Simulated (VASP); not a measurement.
# CuO (CsCl type) (Pm-3m) in VASP: a series of runs

The runs below take CuO (CsCl type) through density of states, electric field gradients, with PBE, LDA.

All numbers are computed with VASP 6.6.1; they aren't measurements. Logs are shortened: lines on timing, memory, paths and dates and some standing lists are left out, and cuts for length are marked.

**1. The cell of the first run**

The structure is cubic, space group Pm-3m (No. 221). The conventional cell has a = 2.637 Å, b = 2.637 Å, c = 2.637 Å, α = 90.00°, β = 90.00°, γ = 90.00°. Within 3.0 Å of Cu (site symmetry m-3m) lie 8 O at 2.28 Å and 6 Cu at 2.64 Å. Within 3.0 Å of O (site symmetry m-3m) lie 8 Cu at 2.28 Å and 6 O at 2.64 Å.

**2. Density of states, PBE**

Input file POSCAR:

```
CuO
1.0
    2.6368332336      0.0000000000      0.0000000000
    0.0000000000      2.6368332336      0.0000000000
    0.0000000000      0.0000000000      2.6368332336
Cu O
1 1
Direct
    0.0000000000      0.0000000000      0.0000000000
    0.5000000000      0.5000000000      0.5000000000
```

Input file INCAR.step1:

```
ALGO = Normal
EDIFF = 1E-6
ENCUT = 520
GGA = PE
GGA_COMPAT = F
ISIF = 2
ISMEAR = -1
LASPH = T
LCHARG = T
LMAXMIX = 4
LORBIT = 11
LREAL = F
LWAVE = F
NBANDS = 16
NEDOS = 2001
NELM = 120
PREC = Accurate
SIGMA = 0.08
```

Input file KPOINTS.step1:

```
k-points
0
Gamma
  12 12 12
```

Input file INCAR.step2:

```
ALGO = Normal
EDIFF = 1E-6
ENCUT = 520
GGA = PE
GGA_COMPAT = F
ICHARG = 11
ISIF = 2
ISMEAR = -5
LASPH = T
LCHARG = F
LMAXMIX = 4
LORBIT = 10
LREAL = F
LWAVE = F
NEDOS = 2001
NELM = 120
PREC = Accurate
SIGMA = 0.08
```

Input file KPOINTS.step2:

```
k-points
0
Gamma
  18 18 18
```

Potentials or basis: VASP PAW PBE potentials, release 64 (Cu, O).

Command:

```sh
cat potpaw_PBE.64/Cu/POTCAR potpaw_PBE.64/O/POTCAR > POTCAR
cp INCAR.step1 INCAR
cp KPOINTS.step1 KPOINTS
mpirun -np 1 vasp_std > vasp.out
cp INCAR.step2 INCAR
cp KPOINTS.step2 KPOINTS
mpirun -np 1 vasp_std > vasp.out
```

OUTCAR:

```text
EDIFF = 1E-6
   ENCUT = 520
   GGA = PE
   ICHARG = 11
   ISIF = 2
   ISMEAR = -5
   LASPH = T
   LORBIT = 10
   LREAL = F
   NELM = 120
   PREC = Accurate

 ion  position               nearest neighbor table
   1  0.000  0.000  0.000-   2 2.28   2 2.28   2 2.28   2 2.28   2 2.28   2 2.28   2 2.28   2 2.28

   2  0.500  0.500  0.500-   1 2.28   1 2.28   1 2.28   1 2.28   1 2.28   1 2.28   1 2.28   1 2.28

  LATTYP: Found a simple cubic cell.
 ALAT       =     2.6368332336

  Lattice vectors:

 A1 = (   2.6368332336,   0.0000000000,   0.0000000000)
 A2 = (   0.0000000000,   2.6368332336,   0.0000000000)
 A3 = (   0.0000000000,   0.0000000000,   2.6368332336)

Analysis of symmetry for initial positions (statically):
=====================================================================
 Subroutine PRICEL returns:
 Original cell was already a primitive cell.

 Routine SETGRP: Setting up the symmetry group for a
 simple cubic supercell.

 Subroutine GETGRP returns: Found 48 space group operations
 (whereof 48 operations were pure point group operations)
 out of a pool of 48 trial point group operations.

The static configuration has the point symmetry O_h .

Analysis of symmetry for dynamics (positions and initial velocities):
=====================================================================
 Subroutine PRICEL returns:
 Original cell was already a primitive cell.

 Routine SETGRP: Setting up the symmetry group for a
 simple cubic supercell.

 Subroutine GETGRP returns: Found 48 space group operations
 (whereof 48 operations were pure point group operations)
 out of a pool of 48 trial point group operations.

The dynamic configuration has the point symmetry O_h .

 Subroutine INISYM returns: Found 48 space group operations
 (whereof 48 operations are pure point group operations),
 and found     1 'primitive' translations

----------------------------------------------------------------------------------------

                                     Primitive cell

  volume of cell :      18.3336

  direct lattice vectors                    reciprocal lattice vectors
     2.636833234  0.000000000  0.000000000     0.379242793  0.000000000  0.000000000
     0.000000000  2.636833234  0.000000000     0.000000000  0.379242793  0.000000000
     0.000000000  0.000000000  2.636833234     0.000000000  0.000000000  0.379242793

  length of vectors
     2.636833234  2.636833234  2.636833234     0.379242793  0.379242793  0.379242793

  position of ions in fractional coordinates (direct lattice)
     0.000000000  0.000000000  0.000000000
     0.500000000  0.500000000  0.500000000

  ion indices of the primitive-cell ions
   primitive index   ion index
                 1           1
                 2           2

----------------------------------------------------------------------------------------

 KPOINTS: k-points

Automatic generation of k-mesh.
 Grid dimensions read from file:
 generate k-points for:   18   18   18

 Generating k-lattice:

  Cartesian coordinates                     Fractional coordinates (reciprocal lattice)
     0.021069044  0.000000000  0.000000000     0.055555556  0.000000000  0.000000000
     0.000000000  0.021069044  0.000000000     0.000000000  0.055555556  0.000000000
     0.000000000  0.000000000  0.021069044     0.000000000  0.000000000  0.055555556

  Length of vectors
     0.021069044  0.021069044  0.021069044

  Shift w.r.t. Gamma in fractional coordinates (k-lattice)
     0.000000000  0.000000000  0.000000000

 TETIRR: Found   2900 inequivalent tetrahedra from    34992

 Subroutine IBZKPT returns following result:
 ===========================================

 Found    220 irreducible k-points:

 Following reciprocal coordinates:
            Coordinates               Weight
  0.000000  0.000000  0.000000      1.000000
  0.055556  0.000000  0.000000      6.000000
  0.111111  0.000000  0.000000      6.000000
  0.166667  0.000000  0.000000      6.000000
  0.222222  0.000000  0.000000      6.000000
  0.277778  0.000000  0.000000      6.000000
[... 16 lines left out ...]
  0.277778  0.111111  0.000000     24.000000
  0.333333  0.111111  0.000000     24.000000
 [... further k-points ...]
   k-points           NKPTS =    220   k-points in BZ     NKDIM =    220   number of bands    NBANDS=     12
   number of dos      NEDOS =   2001   number of ions     NIONS =      2
   total plane-waves  NPLWV =   8000
   dimension x,y,z NGX =    20 NGY =   20 NGZ =   20
   dimension x,y,z NGXF=    40 NGYF=   40 NGZF=   40
   ions per type =               1   1
   NGX,Y,Z   is equivalent  to a cutoff of  12.61, 12.61, 12.61 a.u.
   NGXF,Y,Z  is equivalent  to a cutoff of  25.22, 25.22, 25.22 a.u.
 SYSTEM =  unknown system
   PREC   = accura    normal or accurate (medium, high low for compatibility)
   ISTART =      0    job   : 0-new  1-cont  2-samecut
   ICHARG =     11    charge: 1-file 2-atom 10-const
   ISPIN  =      1    spin polarized calculation?
   LNONCOLLINEAR =      F non collinear calculations
   LSORBIT =      F    spin-orbit coupling
   LASPH  =      T    aspherical Exc in radial PAW
   ENCUT  =  520.0 eV  38.22 Ry    6.18 a.u.   4.90  4.90  4.90*2*pi/ulx,y,z
   NELM   =    120;   NELMIN=  2; NELMDL=  0     # of ELM steps
   EDIFF  = 0.1E-05   stopping-criterion for ELM
   LREAL  =      F    real-space projection
   EDIFFG = 0.1E-04   stopping-criterion for IOM
   NSW    =      0    number of steps for IOM
   IBRION =     -1    ionic relax: 0-MD 1-quasi-New 2-CG
   NFREE  =      0    steps in history (QN), initial steepest desc. (CG)
   ISIF   =      2    stress and relaxation
   ISYM   =      2    0-nonsym 1-usesym 2-fastsym
   POTIM  = 0.5000    time-step for ionic-motion
   TEBEG  =    0.0;   TEEND  =   0.0 temperature during run
   PSTRESS=    0.0 pullay stress
   NELECT =      17.0000    total number of electrons
   NUPDOWN=      -1.0000    fix difference up-down
   EMIN   =  10.00;   EMAX   =-10.00  energy-range for DOS
   EFERMI =   0.00;   METHOD = LEGACY
   ISMEAR =    -5;   SIGMA  =   0.08  broadening in eV -4-tet -1-fermi 0-gaus
   EFERMI_NEDOS =   21; number of points for ismear=-14 and -15
   IALGO  =     38    algorithm
   IMIX   =      4    mixing-type and parameters
     AMIX     =   0.40;   BMIX     =  1.00
     AMIX_MAG =   1.60;   BMIX_MAG =  1.00
  volume/ion in A,a.u.               =       9.17        61.86
  Fermi-wavevector in a.u.,A,eV,Ry     =   1.596400  3.016759 34.674366  2.548494
  Thomas-Fermi vector in A             =   2.694169
   LORBIT       =     10    0 simple, 1 ext, 2 COOP (PROOUT), +10 PAW based schemes
   GGA     = PE    functional components
   LHFCALC =     F    Hartree Fock is set to
   AEXX    =    0.0000 exact exchange contribution
   IVDW    =     0    specifies the selected vdW correction
   LEPSILON=     F    determine dielectric tensor
   LRPA    =     F    only Hartree local field effects (RPA)
 non-spin polarized calculation
 Fermi weights with tetrahedron method with Bloechl corrections
  energy-cutoff  :      520.00
  volume of cell :       18.33
 maximum number of plane-waves:       512
 NGX is ok and might be reduce to    20

 number of electron      17.0000032 magnetization

 Free energy of the ion-electron system (eV)
  ---------------------------------------------------
  ext. energy  EPLUGINS =         0.00000000
  ---------------------------------------------------
  free energy    TOTEN  =        -8.60765807 eV

  energy without entropy =       -8.60765807  energy(sigma->0) =       -8.60765807

 E-fermi :   6.2950     XC(G=0): -12.7630

 val. band max:        6.3238958092   @ k =   0.3889   0.3889   0.3889
 cond. band min:       6.2975941342   @ k =   0.3889   0.2222   0.0000
 fundamental gap:     -0.0263016750
 Fermi energy:         6.2949930440

 k-point     1 :       0.0000    0.0000    0.0000
  band No.  band energies     occupation
      1     -12.9255      2.00000
      2       3.0980      2.00000
      3       3.0980      2.00000
      4       4.5044      2.00000
      5       4.5044      2.00000
      6       4.5044      2.00000
      7       4.7360      2.00000
      8       4.7360      2.00000
      9       4.7360      2.00000
     10       7.0249      0.00000
     11      21.9984      0.00000
     12      21.9984      0.00000

 k-point     2 :       0.0556    0.0000    0.0000
  band No.  band energies     occupation
      1     -12.8947      2.00000
      2       3.0203      2.00000
      3       3.1056      2.00000
      4       4.2990      2.00000
      5       4.2990      2.00000
      6       4.3020      2.00000
      7       4.7377      2.00000
      8       4.9534      2.00000
      9       4.9534      2.00000
     10       7.3084      0.00000
     11      21.7258      0.00000
     12      22.0309      0.00000

 k-point     3 :       0.1111    0.0000    0.0000
  band No.  band energies     occupation
      1     -12.8054      2.00000
      2       2.6570      2.00000
      3       3.1273      2.00000
      4       4.0276      2.00000
      5       4.0276      2.00000
      6       4.0623      2.00000
      7       4.7427      2.00000
      8       5.2601      2.00000
      9       5.2601      2.00000
     10       7.9272      0.00000
     11      21.0317      0.00000
     12      22.1285      0.00000
[... 286 lines left out ...]
 k-point    23 :       0.2778    0.1111    0.0000
  band No.  band energies     occupation
      1     -12.1768      2.00000
      2       0.5043      2.00000
      3       2.8621      2.00000
      4       3.4020      2.00000
      5       3.4903      2.00000
      6       4.6075      2.00000
      7       4.6887      2.00000
      8       5.6400      2.00000
      9       6.1657      2.08942
     10      10.6178      0.00000
     11      17.9529      0.00000
     12      21.6955      0.00000

 k-point    24 :       0.3333    0.1111    0.0000
  band No.  band energies     occupation
      1     -11.9777      2.00000
      2      -0.1484      2.00000
      3       2.8676      2.00000
      4       3.2731      2.00000
      5       3.4536      2.00000
      6       4.7048      2.00000
      7       4.7953      2.00000
      8       5.8552      2.01753
      9       6.3467      0.36802
     10      11.2821      0.00000
     11      16.7892      0.00000
     12      21.8963      0.00000

 [... further k-points ...]
[... 5 lines left out ...]
  --------------------------------------------------------------------------------------
  -------------------------------------------------------------------------------------
  Total       -0.5798805     -0.5798805     -0.5798805     -0.0000000     -0.0000000      0.0000000
  in kB      -50.6758533    -50.6758533    -50.6758533     -0.0000000     -0.0000000      0.0000000
  external PRESSURE =     -50.6758533 kB  Pullay stress =       0.0000000 kB

 VOLUME and BASIS-vectors are now :
 -----------------------------------------------------------------------------
  energy-cutoff  :      520.00
  volume of cell :       18.33
      direct lattice vectors                 reciprocal lattice vectors
     2.636833234  0.000000000  0.000000000     0.379242793  0.000000000  0.000000000
     0.000000000  2.636833234  0.000000000     0.000000000  0.379242793  0.000000000
     0.000000000  0.000000000  2.636833234     0.000000000  0.000000000  0.379242793

 POSITION                                       TOTAL-FORCE (eV/Angst)
 -----------------------------------------------------------------------------------
      0.00000      0.00000      0.00000         0.000000      0.000000      0.000000
      1.31842      1.31842      1.31842         0.000000      0.000000      0.000000
 -----------------------------------------------------------------------------------
    total drift:                                0.000000      0.000000      0.000000

  FREE ENERGIE OF THE ION-ELECTRON SYSTEM (eV)
  ---------------------------------------------------
  free  energy   TOTEN  =        -8.6076580684 eV

  energy  without entropy=       -8.6076580684  energy(sigma->0) =       -8.60765807

 total charge

# of ion       s       p       d       tot
------------------------------------------
    1        0.286   0.290   9.162   9.738
    2        1.599   3.269   0.000   4.867
--------------------------------------------------
tot          1.885   3.558   9.162  14.605
```

It used 71 s of CPU time on 1 thread of AMD EPYC 7R13 Processor (Zen 3), with other jobs on the host.

What came out:

```
Valence electrons inside the program's atomic spheres : Cu 9.74; O 4.87
```

Caveat: an odd number of electrons without spin polarisation forces a metal; a magnetic or distorted state may lie lower; semilocal functionals often make such compounds metallic where correlation or magnetic order opens a gap, which also shifts bond lengths; tetrahedron occupations give inexact forces and stress in metals.

**3. Electric field gradients, LDA**

Input file INCAR:

```
PREC = Accurate ; ENCUT = 520
EDIFF = 1E-8 ; ISMEAR = -1
SIGMA = 0.08 ; LREAL = False
LASPH = True ; NELM = 60
ALGO = Normal ; ISIF = 2
LWAVE = False ; LCHARG = False
LEFG = True ; NBANDS = 16
```

Input file KPOINTS:

```
regular mesh
0
Gamma
  12 12 12
```

POSCAR is that of step 2.

Potentials or basis: VASP PAW LDA potentials, release 64 (Cu, O).

Command:

```sh
cat potpaw_LDA.64/Cu/POTCAR potpaw_LDA.64/O/POTCAR > POTCAR
mpirun -np 1 vasp_std > vasp.out
```

OUTCAR:

```text
PREC = Accurate
   ENCUT = 520
   EDIFF = 1E-8
   ISMEAR = -1
   LREAL = False
   LASPH = True
   NELM = 60
   ISIF = 2

 ion  position               nearest neighbor table
   1  0.000  0.000  0.000-   2 2.28   2 2.28   2 2.28   2 2.28   2 2.28   2 2.28   2 2.28   2 2.28

   2  0.500  0.500  0.500-   1 2.28   1 2.28   1 2.28   1 2.28   1 2.28   1 2.28   1 2.28   1 2.28

  LATTYP: Found a simple cubic cell.
 ALAT       =     2.6368332336

  Lattice vectors:

 A1 = (   2.6368332336,   0.0000000000,   0.0000000000)
 A2 = (   0.0000000000,   2.6368332336,   0.0000000000)
 A3 = (   0.0000000000,   0.0000000000,   2.6368332336)

Analysis of symmetry for initial positions (statically):
=====================================================================
 Subroutine PRICEL returns:
 Original cell was already a primitive cell.

 Routine SETGRP: Setting up the symmetry group for a
 simple cubic supercell.

 Subroutine GETGRP returns: Found 48 space group operations
 (whereof 48 operations were pure point group operations)
[... 644 lines left out ...]
     2.636833234  0.000000000  0.000000000     0.379242793  0.000000000  0.000000000
     0.000000000  2.636833234  0.000000000     0.000000000  0.379242793  0.000000000
     0.000000000  0.000000000  2.636833234     0.000000000  0.000000000  0.379242793

 POSITION                                       TOTAL-FORCE (eV/Angst)
 -----------------------------------------------------------------------------------
      0.00000      0.00000      0.00000         0.000000      0.000000      0.000000
      1.31842      1.31842      1.31842         0.000000      0.000000      0.000000
 -----------------------------------------------------------------------------------
    total drift:                               -0.000000      0.000000      0.000000

  FREE ENERGIE OF THE ION-ELECTRON SYSTEM (eV)
  ---------------------------------------------------
  free  energy   TOTEN  =       -10.4079256638 eV

  energy  without entropy=      -10.3456616439  energy(sigma->0) =      -10.37679365

 Electric field gradients (V/A^2)
---------------------------------------------------------------------
 ion       V_xx      V_yy      V_zz      V_xy      V_xz      V_yz
---------------------------------------------------------------------
   1       0.000     0.000     0.000     0.000    -0.000     0.000
   2      -0.000     0.000    -0.000     0.000    -0.000     0.000
---------------------------------------------------------------------

 Electric field gradients after diagonalization (V/A^2)
 (convention: |V_zz| > |V_xx| > |V_yy|)
----------------------------------------------------------------------
 ion       V_xx      V_yy      V_zz     asymmetry (V_yy - V_xx)/ V_zz
----------------------------------------------------------------------
   1       0.000     0.000     0.000      -0.169
   2      -0.000     0.000    -0.000      -1.168
----------------------------------------------------------------------

           NMR quadrupolar parameters

 Cq : quadrupolar parameter    Cq=e*Q*V_zz/h
 eta: asymmetry parameters     (V_yy - V_xx)/ V_zz
 Q  : nuclear electric quadrupole moment in mb (millibarn)
----------------------------------------------------------------------
 ion       Cq(MHz)       eta       Q (mb)
----------------------------------------------------------------------
   1       0.000      -0.169       1.000
   2      -0.000      -1.168       1.000
----------------------------------------------------------------------
```

stdout:

```text
POSCAR found type information on POSCAR CuO
 POSCAR found :  2 types and       2 ions
 scaLAPACK will be used
 LDA part: xc-table for (Slater(with rela. corr.)+CA(PZ))
 , standard interpolation
 POSCAR, INCAR and KPOINTS ok, starting setup
 FFT: planning ... GRIDC
 FFT: planning ... GRID_SOFT
 FFT: planning ... GRID
 WAVECAR not read
 entering main loop
ion   1

ion   2
```

It took 30 s on 1 thread of AMD EPYC 7R43 (Zen 3), shared host; peak memory 0.1 GiB.

What came out:

| Item | Value |
| --- | --- |
| Free energy | -10.4079 eV |
| Pressure | -16.2 GPa |

Levels at points of the mesh, in eV from the Fermi level:
| k point | band 7 | band 8 | band 9 | band 10 | band 11 | band 12 |
| --- | --- | --- | --- | --- | --- | --- |
| (0.00, 0.00, 0.00) | -1.61 | -1.61 | -1.61 | 0.73 | 15.59 | 15.59 |
| (0.50, 0.00, 0.00) | -1.12 | 0.41 | 0.41 | 6.37 | 7.74 | 17.42 |
| (0.50, 0.50, 0.00) | -2.06 | -1.16 | -0.85 | 5.05 | 11.17 | 11.17 |
| (0.50, 0.50, 0.50) | 0.29 | 0.29 | 0.29 | 6.85 | 6.85 | 6.85 |

Caveat: without QUAD_EFG the Cq values of the log hold for a quadrupole moment of 1 mb, not for the nuclei; an odd number of electrons without spin polarisation forces a metal; a magnetic or distorted state may lie lower; semilocal functionals often make such compounds metallic where correlation or magnetic order opens a gap, which also shifts bond lengths. With open d or f shells a metallic result of LDA can be an artefact of self-interaction; +U or a hybrid may open a gap.
